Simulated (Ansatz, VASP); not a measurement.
Given: the input of a run of VASP 6.6.1 on SrCl2.

The input INCAR:

```
SYSTEM = SrCl2
PREC = Accurate
ENCUT = 520
EDIFF = 1E-7
ISMEAR = -1
SIGMA = 0.05
LREAL = .FALSE.
LASPH = .TRUE.
NELM = 80
ALGO = Normal
ISIF = 2
LWAVE = .FALSE.
LCHARG = .FALSE.
NBANDS = 19
```

File KPOINTS:

```
regular mesh
0
G
  7 7 7
  0 0 0
```

File POSCAR:

```
SrCl2
1.0
    0.0000000000      3.5114523289      3.5114523289
    3.5114523289      0.0000000000      3.5114523289
    3.5114523289      3.5114523289      0.0000000000
Sr Cl
1 2
Direct
    0.0000000000      0.0000000000      0.0000000000
    0.7500000000      0.7500000000      0.7500000000
    0.2500000000      0.2500000000      0.2500000000
```

Potentials or basis: VASP PAW LDA potentials, release 64 (Sr_sv, Cl).

Launch:

```console
$ cat potpaw_LDA.64/Sr_sv/POTCAR potpaw_LDA.64/Cl/POTCAR > POTCAR
$ mpirun -np 1 vasp_std > vasp.out
```

**Question.** Set up the same calculation for Ansatz 0.2.0. Potentials there: all-electron LAPW, scalar-relativistic.

**Answer.** As run (the cutoff follows the program's own potentials):

input.yaml

```yaml
crystal:
  lattice:
    - [0.0, 3.5114523289, 3.5114523289]
    - [3.5114523289, 0.0, 3.5114523289]
    - [3.5114523289, 3.5114523289, 0.0]
  atoms:
    - { symbol: Sr, position: [0.0, 0.0, 0.0] }
    - { symbol: Cl, position: [0.75, 0.75, 0.75] }
    - { symbol: Cl, position: [0.25, 0.25, 0.25] }
kpoints:
  mp_grid: { grid: [7, 7, 7] }
scf:
  occupations: { method: fermi_dirac, width: 0.05 }
hamiltonian:
  xc: lda
  pseudopotentials: { kind: all_electron, lapw: { basis_error: 0.002 } }
output:
  forces: true
  stress: true
  eigenvalues: true
```

Potentials or basis: all-electron LAPW, scalar-relativistic.

The run is started by

```console
$ ansatz run input.yaml --threads 2 --pin off --max-ram 8192MiB --backend cpu --events-out ev --progress --plain --runs-dir out
```

Both were run:

|  | VASP | Ansatz | Ansatz less VASP |
| --- | --- | --- | --- |
| gap on the k mesh at the Fermi level (eV) | 4.85 | 4.84 | -0.005 |
| least direct gap on the mesh (eV) | 5.15 | 5.15 | -0.008 |
| pressure (GPa) | -3.3 | -3.4 | -0.10 |

LDA's correlation is that of Perdew and Zunger in VASP and of Perdew and Wang (1992) in Ansatz. Ansatz ran all-electron here, and VASP with PAW potentials.
